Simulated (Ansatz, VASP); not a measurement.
PtS2: VASP beside Ansatz

```
CELL_PARAMETERS angstrom
3.45140 0.00000 0.00000
-1.72570 2.98900 0.00000
0.00000 0.00000 6.65910
ATOMIC_POSITIONS crystal
Pt 0.00000 0.00000 0.00000
S 0.33333 0.66667 0.19518
S 0.66667 0.33333 0.80482
```

Alike in both runs: functional PBE; k mesh 9 × 9 × 4; occupations gaussian, width 0.05 eV; no spin polarisation.

Ansatz relaxed the structure, and its values are those at the end. VASP's run is a single point on that final structure, the one shown.

```csv
,VASP,Ansatz
version,VASP 6.6.1,Ansatz 0.2.0
potentials or method,"VASP PAW PBE potentials, release 64 (Pt_sv_GW, S), cutoff 570 eV","scalar-relativistic, plane waves, PAW"
valence electrons in the cell,30,30
```

```tsv
	VASP	Ansatz	Ansatz less VASP
gap on the k mesh at the Fermi level (eV)	1.61	1.61	-0.002
least direct gap on the mesh (eV)	1.71	1.71	-0.006
pressure (GPa)	3.6	4.2	+0.64
rms of the force components (eV/Å)	0.014	0.000	-0.0133
```

The functional is the same, so the differences come from potentials, cutoffs and numerics. Ansatz's warnings: stress scf threshold loose.

Neither program's run includes spin-orbit coupling.
